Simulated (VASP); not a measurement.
# TlCl (Pm-3m) in VASP: notebook

TlCl is run at these levels: LDA; tasks: single point.

All numbers are computed with VASP 6.6.1; they aren't measurements. Logs are shortened: lines on timing, memory, paths and dates and some standing lists are left out, and cuts for length are marked.

## Step 1: The cell of the first run

The structure is cubic, space group Pm-3m (No. 221). The conventional cell has a = 3.694 Å, b = 3.694 Å, c = 3.694 Å, α = 90.00°, β = 90.00°, γ = 90.00°. Within 4.2 Å of Tl (site symmetry m-3m) lie 8 Cl at 3.20 Å and 6 Tl at 3.69 Å. Within 4.2 Å of Cl (site symmetry m-3m) lie 8 Tl at 3.20 Å and 6 Cl at 3.69 Å.

## Step 2: Single point, LDA

Contents of INCAR:

```
ALGO     = Normal         # electronic algorithm
EDIFF    = 1E-6           # SCF threshold, eV
ENCUT    = 500            # plane-wave cutoff, eV
GGA_COMPAT= False        
ISIF     = 2              # what is computed and relaxed
ISMEAR   = 0              # smearing method
LASPH    = True           # aspherical terms in the spheres
LCHARG   = False          # write CHGCAR
LREAL    = False          # projectors in reciprocal space
LWAVE    = False          # write WAVECAR
NBANDS   = 17             # bands
NELM     = 120            # most SCF steps
PREC     = Accurate       # precision mode
SIGMA    = 0.01           # smearing width, eV
```

Contents of KPOINTS:

```
k-points
0
Gamma
  6 6 6
```

Contents of POSCAR:

```
TlCl
1.0
    3.6938912584      0.0000000000      0.0000000000
    0.0000000000      3.6938912584      0.0000000000
    0.0000000000      0.0000000000      3.6938912584
Tl Cl
1 1
Direct
    0.0000000000      0.0000000000      0.0000000000
    0.5000000000      0.5000000000      0.5000000000
```

Potentials or basis: VASP PAW LDA potentials, release 64 (Tl_d, Cl).

Launch:

```console
cat potpaw_LDA.64/Tl_d/POTCAR potpaw_LDA.64/Cl/POTCAR > POTCAR
mpirun -np 1 vasp_std > vasp.out
```

OUTCAR:

```text
EDIFF = 1E-6
   ENCUT = 500
   ISIF = 2
   ISMEAR = 0
   LASPH = True
   LREAL = False
   NELM = 120
   PREC = Accurate

 ion  position               nearest neighbor table
   1  0.000  0.000  0.000-   2 3.20   2 3.20   2 3.20   2 3.20   2 3.20   2 3.20   2 3.20   2 3.20

   2  0.500  0.500  0.500-   1 3.20   1 3.20   1 3.20   1 3.20   1 3.20   1 3.20   1 3.20   1 3.20

  LATTYP: Found a simple cubic cell.
 ALAT       =     3.6938912584

  Lattice vectors:

 A1 = (   3.6938912584,   0.0000000000,   0.0000000000)
 A2 = (   0.0000000000,   3.6938912584,   0.0000000000)
 A3 = (   0.0000000000,   0.0000000000,   3.6938912584)

Analysis of symmetry for initial positions (statically):
=====================================================================
 Subroutine PRICEL returns:
 Original cell was already a primitive cell.

 Routine SETGRP: Setting up the symmetry group for a
 simple cubic supercell.

 Subroutine GETGRP returns: Found 48 space group operations
 (whereof 48 operations were pure point group operations)
 out of a pool of 48 trial point group operations.

The static configuration has the point symmetry O_h .

Analysis of symmetry for dynamics (positions and initial velocities):
=====================================================================
 Subroutine PRICEL returns:
 Original cell was already a primitive cell.

 Routine SETGRP: Setting up the symmetry group for a
 simple cubic supercell.

 Subroutine GETGRP returns: Found 48 space group operations
 (whereof 48 operations were pure point group operations)
 out of a pool of 48 trial point group operations.

The dynamic configuration has the point symmetry O_h .

 Subroutine INISYM returns: Found 48 space group operations
 (whereof 48 operations are pure point group operations),
 and found     1 'primitive' translations

----------------------------------------------------------------------------------------

                                     Primitive cell

  volume of cell :      50.4025

  direct lattice vectors                    reciprocal lattice vectors
     3.693891258  0.000000000  0.000000000     0.270717227  0.000000000  0.000000000
     0.000000000  3.693891258  0.000000000     0.000000000  0.270717227  0.000000000
     0.000000000  0.000000000  3.693891258     0.000000000  0.000000000  0.270717227

  length of vectors
[... 74 lines left out ...]
   LASPH  =      T    aspherical Exc in radial PAW
   ENCUT  =  500.0 eV  36.75 Ry    6.06 a.u.   6.73  6.73  6.73*2*pi/ulx,y,z
   NELM   =    120;   NELMIN=  2; NELMDL= -5     # of ELM steps
   EDIFF  = 0.1E-05   stopping-criterion for ELM
   LREAL  =      F    real-space projection
   EDIFFG = 0.1E-04   stopping-criterion for IOM
   NSW    =      0    number of steps for IOM
   IBRION =     -1    ionic relax: 0-MD 1-quasi-New 2-CG
   NFREE  =      0    steps in history (QN), initial steepest desc. (CG)
   ISIF   =      2    stress and relaxation
   ISYM   =      2    0-nonsym 1-usesym 2-fastsym
   POTIM  = 0.5000    time-step for ionic-motion
   TEBEG  =    0.0;   TEEND  =   0.0 temperature during run
   PSTRESS=    0.0 pullay stress
   NELECT =      20.0000    total number of electrons
   NUPDOWN=      -1.0000    fix difference up-down
   EMIN   =  10.00;   EMAX   =-10.00  energy-range for DOS
   EFERMI =   0.00;   METHOD = LEGACY
   ISMEAR =     0;   SIGMA  =   0.01  broadening in eV -4-tet -1-fermi 0-gaus
   EFERMI_NEDOS =   21; number of points for ismear=-14 and -15
   IALGO  =     38    algorithm
   IMIX   =      4    mixing-type and parameters
     AMIX     =   0.40;   BMIX     =  1.00
     AMIX_MAG =   1.60;   BMIX_MAG =  1.00
  volume/ion in A,a.u.               =      25.20       170.07
  Fermi-wavevector in a.u.,A,eV,Ry     =   1.203005  2.273350 19.690634  1.447221
  Thomas-Fermi vector in A             =   2.338770
   LORBIT       =      0    0 simple, 1 ext, 2 COOP (PROOUT), +10 PAW based schemes
   GGA     = CA    functional components
   LHFCALC =     F    Hartree Fock is set to
   AEXX    =    0.0000 exact exchange contribution
   IVDW    =     0    specifies the selected vdW correction
   LEPSILON=     F    determine dielectric tensor
   LRPA    =     F    only Hartree local field effects (RPA)
 non-spin polarized calculation
 Gauss-broadening in eV      SIGMA  =   0.01
  energy-cutoff  :      500.00
  volume of cell :       50.40
 maximum number of plane-waves:      1328
 NGX is ok and might be reduce to    28
   NGX = 13   NGY = 13   NGZ = 13

 number of electron      19.9999999 magnetization

 Free energy of the ion-electron system (eV)
  ---------------------------------------------------
  ext. energy  EPLUGINS =         0.00000000
  ---------------------------------------------------
  free energy    TOTEN  =        -7.00558712 eV

  energy without entropy =       -7.00558712  energy(sigma->0) =       -7.00558712

 E-fermi :   3.9619     XC(G=0): -10.1286

 val. band max:        3.8499313803   @ k =   0.5000   0.0000   0.0000
 cond. band min:       5.3936632053   @ k =   0.5000   0.0000   0.0000
 fundamental gap:      1.5437318250
 Fermi energy:         3.9619465330

 k-point     1 :       0.0000    0.0000    0.0000
  band No.  band energies     occupation
      1     -10.6207      2.00000
      2      -6.3991      2.00000
      3      -6.3991      2.00000
      4      -6.0572      2.00000
      5      -6.0572      2.00000
      6      -6.0572      2.00000
[... 377 lines left out ...]
      4      -6.3483      2.00000
      5      -5.9440      2.00000
      6      -5.9440      2.00000
[... 9 lines left out ...]
     16      17.0516      0.00000
     17      21.0406      0.00000

------------------------ aborting loop because EDIFF is reached ----------------------------------------

  FORCE on cell =-STRESS in cart. coord.  units (eV):
  Direction    XX          YY          ZZ          XY          YZ          ZX
  --------------------------------------------------------------------------------------
  -------------------------------------------------------------------------------------
  Total        0.0079059      0.0079059      0.0079059     -0.0000000      0.0000000      0.0000000
  in kB        0.2513085      0.2513085      0.2513085     -0.0000000      0.0000000      0.0000000
  external PRESSURE =       0.2513085 kB  Pullay stress =       0.0000000 kB

 VOLUME and BASIS-vectors are now :
 -----------------------------------------------------------------------------
  energy-cutoff  :      500.00
  volume of cell :       50.40
      direct lattice vectors                 reciprocal lattice vectors
     3.693891258  0.000000000  0.000000000     0.270717227  0.000000000  0.000000000
     0.000000000  3.693891258  0.000000000     0.000000000  0.270717227  0.000000000
     0.000000000  0.000000000  3.693891258     0.000000000  0.000000000  0.270717227

 POSITION                                       TOTAL-FORCE (eV/Angst)
 -----------------------------------------------------------------------------------
      0.00000      0.00000      0.00000         0.000000      0.000000      0.000000
      1.84695      1.84695      1.84695         0.000000      0.000000      0.000000
 -----------------------------------------------------------------------------------
    total drift:                               -0.000000      0.000000      0.000000

  FREE ENERGIE OF THE ION-ELECTRON SYSTEM (eV)
  ---------------------------------------------------
  free  energy   TOTEN  =        -7.0055871208 eV

  energy  without entropy=       -7.0055871208  energy(sigma->0) =       -7.00558712
```

OSZICAR:

```text
N       E                     dE             d eps       ncg     rms          rms(c)
DAV:   1     0.978859607563E+02    0.97886E+02   -0.98867E+03   688   0.101E+03
DAV:   2    -0.385447392750E+01   -0.10174E+03   -0.98864E+02   818   0.232E+02
DAV:   3    -0.727531213687E+01   -0.34208E+01   -0.34094E+01   810   0.385E+01
DAV:   4    -0.729871716808E+01   -0.23405E-01   -0.23402E-01   909   0.364E+00
DAV:   5    -0.729899830210E+01   -0.28113E-03   -0.28113E-03   857   0.376E-01    0.400E+00
DAV:   6    -0.703028214775E+01    0.26872E+00   -0.49259E-01   736   0.399E+00    0.257E+00
DAV:   7    -0.700984042661E+01    0.20442E-01   -0.73168E-02   792   0.141E+00    0.141E+00
DAV:   8    -0.700584453662E+01    0.39959E-02   -0.12651E-02   746   0.733E-01    0.249E-01
DAV:   9    -0.700557509623E+01    0.26944E-03   -0.81474E-04   828   0.168E-01    0.993E-02
DAV:  10    -0.700559663119E+01   -0.21535E-04   -0.23495E-04   766   0.851E-02    0.505E-02
DAV:  11    -0.700558697669E+01    0.96545E-05   -0.36186E-05   760   0.370E-02    0.190E-02
DAV:  12    -0.700558712080E+01   -0.14411E-06   -0.22404E-06   740   0.888E-03
   1 F= -.70055871E+01 E0= -.70055871E+01  d E =-.252029E-58
```

stdout:

```text
POSCAR found type information on POSCAR TlCl
 POSCAR found :  2 types and       2 ions
 scaLAPACK will be used
 LDA part: xc-table for (Slater(with rela. corr.)+CA(PZ))
 , standard interpolation
 POSCAR, INCAR and KPOINTS ok, starting setup
 FFT: planning ... GRIDC
 FFT: planning ... GRID_SOFT
 FFT: planning ... GRID
 WAVECAR not read
 entering main loop
```

Run time: 7.1 s. Hardware: 1 thread of Intel Xeon 6975P-C (Granite Rapids), shared host; peak memory 0.14 GiB.

Results:

```yaml
Free_energy: -7.0056 eV
Pressure: 0.0 GPa
Band_gap_on_the_k_mesh: 1.54 eV
```

Levels at points of the mesh, in eV from the valence-band top:
| k point | band 8 | band 9 | band 10 | band 11 | band 12 | band 13 |
| --- | --- | --- | --- | --- | --- | --- |
| (0.00, 0.00, 0.00) | -2.11 | -2.11 | -2.11 | 7.29 | 7.29 | 8.05 |
| (0.50, 0.00, 0.00) | -1.53 | -1.53 | 0.00 | 1.54 | 6.33 | 6.33 |
| (0.50, 0.50, 0.00) | -3.92 | -3.73 | -1.51 | 4.80 | 4.80 | 8.12 |
| (0.50, 0.50, 0.50) | -2.63 | -2.63 | -2.17 | 1.82 | 1.82 | 1.82 |

Caveat: spin-orbit coupling is left out, which moves the levels of the heavy elements. A hybrid or GW would open this gap; LDA tends to underestimate it.

## Step 3: Single point, LDA

Contents of INCAR:

```
PREC = Accurate
ENCUT = 500
EDIFF = 1E-6
ISMEAR = 0
SIGMA = 0.01
LREAL = False
LASPH = True
NELM = 120
ALGO = Normal
ISIF = 2
LWAVE = False
LCHARG = True
GGA = CA
LELF = True
LVHAR = True
NBANDS = 17
GGA_COMPAT = False
```

Contents of KPOINTS:

```
Automatic mesh
0
Gamma
  6 6 6
```

POSCAR is that of step 2.

Potentials or basis: VASP PAW LDA potentials, release 64 (Tl_d, Cl).

Launch:

```console
cat potpaw_LDA.64/Tl_d/POTCAR potpaw_LDA.64/Cl/POTCAR > POTCAR
mpirun -np 1 vasp_std > vasp.out
```

It took 6.7 s on 1 thread of Intel Xeon 6975P-C (Granite Rapids), shared host; peak memory 0.14 GiB.

Results (log left out):

```
Free energy            : -7.0056 eV
Pressure               : 0.0 GPa
Band gap on the k mesh : 1.54 eV
```

Levels at points of the mesh, in eV from the valence-band top:
| k point | band 7 | band 8 | band 9 | band 10 | band 11 | band 12 | band 13 | band 14 |
| --- | --- | --- | --- | --- | --- | --- | --- | --- |
| (0.00, 0.00, 0.00) | -4.99 | -2.11 | -2.11 | -2.11 | 7.29 | 7.29 | 8.05 | 8.05 |
| (0.50, 0.00, 0.00) | -6.33 | -1.53 | -1.53 | 0.00 | 1.54 | 6.33 | 6.33 | 8.08 |
| (0.50, 0.50, 0.00) | -3.92 | -3.92 | -3.73 | -1.51 | 4.80 | 4.80 | 8.12 | 8.74 |
| (0.50, 0.50, 0.50) | -2.63 | -2.63 | -2.63 | -2.17 | 1.82 | 1.82 | 1.82 | 13.20 |

Caveat: spin-orbit coupling is left out, which moves the levels of the heavy elements. A k mesh can miss the band edges.
